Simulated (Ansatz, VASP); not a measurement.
## LiF: VASP beside Ansatz

The input INCAR:

```
PREC = Accurate
ENCUT = 520
EDIFF = 1E-7
ISMEAR = -1
SIGMA = 0.03
LREAL = False
LASPH = True
NELM = 60
ALGO = Normal
ISIF = 2
LWAVE = False
LCHARG = False
NBANDS = 12
```

File KPOINTS:

```
regular mesh
0
Gamma
  10 10 10
```

The input POSCAR:

```
LiF
1.0
    0.0000000000      2.0542800000      2.0140000000
    2.0542800000      0.0000000000      2.0140000000
    2.0542800000      2.0542800000      0.0000000000
Li F
1 1
Direct
    0.0000000000      0.0000000000      0.0000000000
    0.5000000000      0.5000000000      0.5000000000
```

Input for Ansatz:

```yaml
crystal:
  lattice:
    - [0.0, 2.05428, 2.014]
    - [2.05428, 0.0, 2.014]
    - [2.05428, 2.05428, 0.0]
  atoms:
    - { symbol: Li, position: [0.0, 0.0, 0.0] }
    - { symbol: F, position: [0.5, 0.5, 0.5] }
kpoints:
  mp_grid: { grid: [10, 10, 10] }
  band_path:
    path:
      - [0.0, 0.0, 0.0]
      - [0.0, 0.5, 0.5]
      - [0.25, 0.75, 0.5]
      - [0.0, 0.5, 0.0]
      - [0.0, 0.0, 0.0]
      - [0.5, 0.5, 0.0]
      - [0.38005, 0.61995, 0.0]
      - [-0.38005, 0.38005, 0.0]
      - [0.0, 0.0, 0.0]
    npoints: 5
scf:
  occupations: { method: fermi_dirac, width: 0.03 }
hamiltonian:
  xc: lda
  pseudopotentials: { kind: all_electron, lapw: { basis_error: 0.001 } }
output:
  forces: true
  stress: true
  eigenvalues: true
```

Change from the starting cell: equal xx and yy strain of +2 %.

Alike in both runs: task single point; functional LDA; k mesh 10 × 10 × 10; occupations fermi-dirac, width 0.03 eV; no spin polarisation.

|  | VASP | Ansatz |
| --- | --- | --- |
| version | VASP 6.6.1 | Ansatz 0.2.0 |
| potentials or method | VASP PAW LDA potentials, release 64 (Li_sv, F), cutoff 520 eV | all-electron LAPW, scalar-relativistic |

|  | VASP | Ansatz | Ansatz less VASP |
| --- | --- | --- | --- |
| gap on the k mesh at the Fermi level (eV) | 8.47 | 8.46 | -0.011 |

LDA's correlation is that of Perdew and Zunger in VASP and of Perdew and Wang (1992) in Ansatz. Ansatz ran all-electron here, and VASP with PAW potentials.

Noted on VASP's run: the cutoff is short for stress, so the pressure is rough.
